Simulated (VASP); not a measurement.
# BaZnSbF: single point with PBE

The system is BaZnSbF.

```xyz
8
Lattice="5.6498 -0.1536 -0.0267 -0.5567 6.1590 -0.5933 0.2741 -0.1663 5.8133" Properties=species:S:1:pos:R:3 pbc="T T T"
Ba    1.3723    5.2363    2.3936
Ba    4.5053    4.1324   -0.4533
F     0.1801    0.8900    4.0771
F     3.5132    5.4609    3.2568
Zn    4.1784    0.7921    5.5638
Zn    4.7990    0.7974    2.3116
Sb    2.8570    2.4153    3.2968
Sb    1.4509    2.1300    0.1321
```

```
Program                : VASP 6.6.1
Task                   : single point
Functional             : PBE
Potentials or basis    : VASP PAW PBE potentials, release 64 (Ba_sv, F, Zn, Sb)
Cutoff                 : 520 eV
k mesh                 : 3 × 3 × 3
Occupations            : fermi-dirac, width 0.05 eV
Spin                   : no spin polarisation
Dipole correction      : no
Further INCAR settings : ALGO = Normal; EDIFF = 1e-06; NBANDS = 44
```

```json
{
 "Pressure": "5.7 GPa",
 "Largest force": "1.503 eV/Å",
 "Band gap on the k mesh": "0.07 eV (least direct gap 0.30 eV)"
}
```

Forces on the atoms (eV/Å):
```
Ba  -1.072  0.434 -0.614
Ba  -0.017  0.360  0.067
F    0.613 -0.100 -0.156
F    0.578 -0.656  0.884
Zn  -0.163  0.092  0.624
Zn  -0.447  0.403 -0.867
Sb  -0.259 -0.381 -1.221
Sb   0.768 -0.153  1.283
```

Stress tensor (GPa, compression positive):
```
6.52 2.04 2.10
2.04 6.73 0.10
2.10 0.10 3.76
```

Levels at points of the mesh, in eV from the valence-band top:
| k point | band 31 | band 32 | band 33 | band 34 | band 35 | band 36 | band 37 | band 38 |
| --- | --- | --- | --- | --- | --- | --- | --- | --- |
| (0.00, 0.00, 0.00) | -1.97 | -1.18 | -1.01 | -0.48 | 0.14 | 0.99 | 1.18 | 1.46 |

Wall time 4.5 min on 1 thread of Intel Xeon 8259CL (shared host), peak memory 0.38 GiB.

Caveat: semilocal functionals underestimate gaps, and a narrow one can read as zero; spin-orbit coupling is left out, which moves the levels of the heavy elements.
